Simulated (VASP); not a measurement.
Write the native input for VASP 6.6.1 that does the following.

- Task: single point
- Functional: PBE0
- Potentials or basis: VASP PAW PBE potentials, release 64 (Cd, S)
- Cutoff: 520 eV
- k mesh: 4 × 4 × 4
- Occupations: fermi-dirac, width 0.05 eV
- Spin: no spin polarisation
- Dipole correction: no
- Grid for exact exchange (PRECFOCK): Normal
- Further INCAR settings: ALGO = Normal; EDIFF = 1e-07; NBANDS = 16

CdS:

```
Cd S
1.0
     0.00000    2.75324    2.75324
     2.75324    0.00000    2.75324
     2.75324    2.75324    0.00000
Cd S
1 1
Cartesian
  0.0000 0.0000 0.0000
  2.7532 2.7532 2.7532
```

One way to write it, as run:

POSCAR

```
CdS
1.0
    0.0000000000      2.7532440000      2.7532440000
    2.7532440000      0.0000000000      2.7532440000
    2.7532440000      2.7532440000      0.0000000000
Cd S
1 1
Direct
    0.0000000000      0.0000000000      0.0000000000
    0.5000000000      0.5000000000      0.5000000000
```

INCAR.step1

```
SYSTEM = CdS
PREC = Accurate
ENCUT = 520
EDIFF = 1E-5
ISMEAR = -1
SIGMA = 0.05
LREAL = .False.
LASPH = .True.
NELM = 100
ALGO = Normal
ISIF = 2
LWAVE = .True.
LCHARG = .False.
GGA = PE
NBANDS = 16
```

INCAR.step2

```
SYSTEM = CdS
PREC = Accurate
ENCUT = 520
EDIFF = 1E-7
ISMEAR = -1
SIGMA = 0.05
LREAL = .False.
LASPH = .True.
NELM = 100
ALGO = Normal
ISIF = 2
LWAVE = .False.
LCHARG = .False.
GGA = PE
LHFCALC = .True.
AEXX = 0.25
PRECFOCK = Normal
ISTART = 1
NBANDS = 16
```

KPOINTS

```
Automatic mesh
0
Gamma
  4 4 4
  0 0 0
```

Potentials or basis: VASP PAW PBE potentials, release 64 (Cd, S).

Launch:

```console
$ cat potpaw_PBE.64/Cd/POTCAR potpaw_PBE.64/S/POTCAR > POTCAR
$ cp INCAR.step1 INCAR
$ mpirun -np 1 vasp_std > vasp.out
$ cp INCAR.step2 INCAR
$ mpirun -np 1 vasp_std > vasp.out
```

Results of the run:

```yaml
Pressure: -1.8 GPa
Band_gap_on_the_k_mesh: 1.95 eV, indirect (least direct gap 3.28 eV)
```

Caveat: the k points lie up to 0.49 Å⁻¹ apart; the PAW data sets were made with another functional, which shifts forces and pressure a little.

It took 9.7 min on 1 thread of Intel Xeon 6975P-C, with other jobs on the host, peak memory 0.18 GiB.
